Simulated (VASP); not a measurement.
Set up this calculation in VASP 6.6.1, as the native input.

* Task: single point
* Functional: r2SCAN
* Potentials or basis: VASP PAW PBE potentials, release 64 (Zr_sv, S)
* Cutoff: 520 eV
* k mesh: 14 × 14 × 14
* Occupations: gaussian, width 0.1 eV
* Spin: no spin polarisation
* Dipole correction: no
* Further INCAR settings: ALGO = Normal; EDIFF = 1e-06; NBANDS = 16

The system is ZrS.

```
Zr S
1.0
     0.00000    2.61246    2.61246
     2.61246    0.00000    2.61246
     2.61246    2.61246    0.00000
Zr S
1 1
Direct
  0.00000 0.00000 0.00000
  0.50000 0.50000 0.50000
```

One way to write it, as run:

POSCAR

```
ZrS
1.0
    0.0000000000      2.6124644615      2.6124644615
    2.6124644615      0.0000000000      2.6124644615
    2.6124644615      2.6124644615      0.0000000000
Zr S
1 1
Direct
    0.0000000000      0.0000000000      0.0000000000
    0.5000000000      0.5000000000      0.5000000000
```

INCAR.step1

```
SYSTEM = ZrS
PREC = Accurate ; ENCUT = 520
ISMEAR = 0 ; SIGMA = 0.1
LREAL = .False. ; LASPH = .True.
NELM = 100 ; NBANDS = 16
GGA = PE ; ALGO = Normal
EDIFF = 1E-4 ; LWAVE = .True.
LCHARG = .False.
```

INCAR.step2

```
SYSTEM = ZrS
PREC = Accurate ; ENCUT = 520
EDIFF = 1E-6 ; ISMEAR = 0
SIGMA = 0.1 ; LREAL = .False.
LASPH = .True. ; NELM = 100
ALGO = Normal ; ISIF = 2
LWAVE = .False. ; LCHARG = .True.
METAGGA = R2SCAN ; LMIXTAU = .True.
LELF = .True. ; LVHAR = .True.
NBANDS = 16 ; ISTART = 1
```

KPOINTS

```
regular mesh
0
Gamma
  14 14 14
  0 0 0
```

Potentials or basis: VASP PAW PBE potentials, release 64 (Zr_sv, S).

Command:

```bash
$ cat potpaw_PBE.64/Zr_sv/POTCAR potpaw_PBE.64/S/POTCAR > POTCAR
$ cp INCAR.step1 INCAR
$ mpirun -np 1 vasp_std > vasp.out
$ cp INCAR.step2 INCAR
$ mpirun -np 1 vasp_std > vasp.out
```

It gave:

The pressure is 0.0 GPa. The band gap on the k mesh is zero (band 9 reaches 12.65 eV, above the bottom of band 10 at 9.66 eV).

Caveat: the PAW data sets were made with another functional, which shifts forces and pressure a little.

It took 92 s on 1 thread of AMD EPYC 9R45 96-Core Processor (Zen 5), on a shared host, peak memory 0.17 GiB.
